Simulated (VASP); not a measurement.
Here is a VASP 6.6.1 calculation.

The input INCAR:

```
SYSTEM = SrTiO3
PREC = Accurate ; ENCUT = 600
EDIFF = 1E-6 ; ISMEAR = 0
SIGMA = 0.05 ; LREAL = .False.
LASPH = .True. ; NELM = 120
ALGO = Normal ; ISIF = 2
LWAVE = .False. ; LCHARG = .True.
GGA = PE ; LELF = .True.
LVHAR = .True. ; NBANDS = 28
ISYM = 0 ; GGA_COMPAT = .False.
```

KPOINTS

```
Automatic mesh
0
Gamma
  8 8 8
  0 0 0
```

File POSCAR:

```
SrTiO3
1.0
    3.8773575147      0.0000000000      0.0000000000
    0.0000000000      3.8773575147      0.0000000000
    0.0000000000      0.0000000000      4.0544956752
Sr Ti O
1 1 3
Direct
    0.0000000000      0.0000000000      0.0000000000
    0.5000000000      0.5000000000      0.5000000000
    0.0000000000      0.5000000000      0.5000000000
    0.5000000000      0.0000000000      0.5000000000
    0.5000000000      0.5000000000      0.0000000000
```

Potentials or basis: VASP PAW PBE potentials, release 64 (Sr_sv, Ti_sv, O).

The run is started by

```bash
$ cat potpaw_PBE.64/Sr_sv/POTCAR potpaw_PBE.64/Ti_sv/POTCAR potpaw_PBE.64/O/POTCAR > POTCAR
$ mpirun -np 1 vasp_std > vasp.out
```

Estimate the band gap on the k mesh.

1.73 eV (least direct gap 2.15 eV).

Predict the pressure.

1.2 GPa.

Stress tensor (GPa, compression positive):
```
 4.23  0.00  0.00
 0.00  4.23  0.00
 0.00  0.00 -4.98
```

Caveat: the stress differs along the axes, from -5 to 4 GPa. A k mesh can miss the band edges.
